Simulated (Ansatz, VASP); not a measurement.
# Ta in VASP and in Ansatz

File INCAR:

```
ALGO     = Fast           # electronic algorithm
EDIFF    = 1E-7           # SCF threshold, eV
ENCUT    = 520            # plane-wave cutoff, eV
GGA      = PE             # functional
ISIF     = 2              # what is computed and relaxed
ISMEAR   = 0              # smearing method
LASPH    = T              # aspherical terms in the spheres
LCHARG   = F              # write CHGCAR
LREAL    = F              # projectors in reciprocal space
LWAVE    = F              # write WAVECAR
NBANDS   = 12             # bands
NELM     = 100            # most SCF steps
PREC     = Accurate       # precision mode
SIGMA    = 0.15           # smearing width, eV
```

KPOINTS

```
k-points
0
Gamma
  18 18 18
```

POSCAR

```
Ta
1.0
   -1.7051193670      1.6594835689      1.7217142027
    1.7051193670     -1.6594835689      1.7217142027
    1.7051193670      1.6594835689     -1.7217142027
Ta
1
Direct
    0.0000000000      0.0000000000      0.0000000000
```

Input for Ansatz:

```yaml
crystal:
  lattice:
    - [-1.705119367, 1.6594835689, 1.7217142027]
    - [1.705119367, -1.6594835689, 1.7217142027]
    - [1.705119367, 1.6594835689, -1.7217142027]
  atoms:
    - { symbol: Ta, position: [0.0, 0.0, 0.0] }
basis:
  ecutwfc: 420
kpoints:
  mp_grid: { grid: [18, 18, 18] }
hamiltonian:
  xc: pbe
  pseudopotentials: { kind: paw, azcp: { folder: soft_1 } }
scf:
  occupations: { method: gaussian, width: 0.15 }
output:
  forces: true
  stress: true
  eigenvalues: true
```

Change from the starting cell: normal strain along x +0.0275, normal strain along z +0.0375.

Alike in both runs: task single point; functional PBE; k mesh 18 × 18 × 18; occupations gaussian, width 0.15 eV; no spin polarisation.

```csv
,VASP,Ansatz
version,VASP 6.6.1,Ansatz 0.2.0
potentials or method,"VASP PAW PBE potentials, release 64 (Ta_pv), cutoff 520 eV","scalar-relativistic, plane waves, PAW"
valence electrons in the cell,11,13
```

VASP gave:

```
gap on the k mesh at the Fermi level (eV)                     : none
pressure (GPa)                                                : -10.9
traceless stress, the component that is largest in VASP (GPa) : 1.56
```

**Question.** What did Ansatz give for the same quantities?

**Answer.** gap on the k mesh at the Fermi level (eV): none; pressure (GPa): -10.8; traceless stress, the component that is largest in VASP (GPa): 1.56.

A gap of «none» marks a metal or a gap that the smearing closes. VASP's potentials hold 11 valence electrons a cell and Ansatz's 13, so a difference there can come from the potentials and not from the codes.

Spin-orbit coupling is off throughout.
